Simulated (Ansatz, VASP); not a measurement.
Two plane-wave programs on Fe3Pb

File INCAR:

```
ALGO = Normal
EDIFF = 1E-7
ENCUT = 520
GGA = PE
ISIF = 2
ISMEAR = 0
ISPIN = 2
LASPH = T
LCHARG = T
LELF = T
LMAXMIX = 4
LORBIT = 11
LREAL = F
LVHAR = T
LWAVE = F
MAGMOM = 3 3 -3 0
NBANDS = 31
NELM = 150
PREC = Accurate
SIGMA = 0.1
```

Contents of KPOINTS:

```
k-points
0
Gamma
  12 12 12
```

POSCAR

```
Fe3Pb
1.0
    0.0000000000      3.0723652442      3.0723652442
    3.0723652442      0.0000000000      3.0723652442
    3.0723652442      3.0723652442      0.0000000000
Fe Pb
3 1
Direct
    0.2500000000      0.2500000000      0.2500000000
    0.7500000000      0.7500000000      0.7500000000
    0.5000000000      0.5000000000      0.5000000000
    0.0000000000      0.0000000000      0.0000000000
```

Input for Ansatz:

```yaml
crystal:
  lattice:
    - [0.0, 3.0723652442, 3.0723652442]
    - [3.0723652442, 0.0, 3.0723652442]
    - [3.0723652442, 3.0723652442, 0.0]
  atoms:
    - { symbol: Fe, position: [0.25, 0.25, 0.25], spin: 3.0 }
    - { symbol: Fe, position: [0.75, 0.75, 0.75], spin: 3.0 }
    - { symbol: Fe, position: [0.5, 0.5, 0.5], spin: -3.0 }
    - { symbol: Pb, position: [0.0, 0.0, 0.0] }
basis:
  ecutwfc: 420
kpoints:
  mp_grid: { grid: [12, 12, 12] }
hamiltonian:
  xc: pbe
scf:
  occupations: { method: gaussian, width: 0.1 }
  lower_state_search: "off"
output:
  forces: true
  stress: true
  eigenvalues: true
  populations: true
magnetization:
  spin_polarized: true
```

Alike in both runs: task single point; functional PBE; k mesh 12 × 12 × 12; occupations gaussian, width 0.1 eV; collinear spin.

```csv
,VASP,Ansatz
version,VASP 6.6.1,Ansatz 0.2.0
potentials or method,"VASP PAW PBE potentials, release 64 (Fe, Pb_d), cutoff 520 eV","scalar-relativistic, plane waves, PAW"
valence electrons in the cell,38,62
```

|  | VASP | Ansatz | Ansatz less VASP |
| --- | --- | --- | --- |
| gap on the k mesh at the Fermi level (eV) | none | none | - |
| pressure (GPa) | 0.1 | 0.0 | -0.03 |
| net moment per atom (μB) | 0.31 | 0.30 | -0.006 |
| size of the moment on the site where the two differ most (μB) | 0.07 | 0.05 | -0.026 |

Site moments also hang on the region over which each program counts them. A gap of «none» marks a metal or a gap that the smearing closes. The functional is the same, so the differences come from potentials, cutoffs and numerics. VASP's potentials hold 38 valence electrons a cell and Ansatz's 62, so a difference there can come from the potentials and not from the codes.

Neither program's run includes spin-orbit coupling.
